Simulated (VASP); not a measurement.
A run of VASP 6.6.1:

File INCAR:

```
ALGO     = Fast           # electronic algorithm
EDIFF    = 1E-6           # SCF threshold, eV
ENCUT    = 520            # plane-wave cutoff, eV
GGA      = PS             # functional
ISIF     = 2              # what is computed and relaxed
ISMEAR   = 0              # smearing method
LASPH    = T              # aspherical terms in the spheres
LCHARG   = T              # write CHGCAR
LELF     = T              # ELF
LREAL    = F              # projectors in reciprocal space
LVHAR    = T            
LWAVE    = F              # write WAVECAR
NBANDS   = 19             # bands
NELM     = 80             # most SCF steps
PREC     = Accurate       # precision mode
SIGMA    = 0.15           # smearing width, eV
```

KPOINTS

```
k-points
0
Gamma
  18 18 10
```

File POSCAR:

```
Zr
1.0
    3.1798601017      0.0000000000      0.0000000000
   -1.5899300508      2.7538396285      0.0000000000
    0.0000000000      0.0000000000      5.3171678192
Zr
2
Direct
    0.3333333333      0.6666666667      0.2500000000
    0.6666666667      0.3333333333      0.7500000000
```

Potentials or basis: VASP PAW PBE potentials, release 64 (Zr_sv).

Run with:

```sh
$ cat potpaw_PBE.64/Zr_sv/POTCAR > POTCAR
$ mpirun -np 1 vasp_std > vasp.out
```

Hardware: 1 thread of Intel(R) Xeon(R) 6975P-C (Granite Rapids), with other jobs on the host.

Task: How long does it take, and how much memory?

Result: Run time: 99 s on 1 thread of Intel(R) Xeon(R) 6975P-C (Granite Rapids), on a shared host, peak memory 0.27 GiB. Counts: scf iterations 19, k points 222.
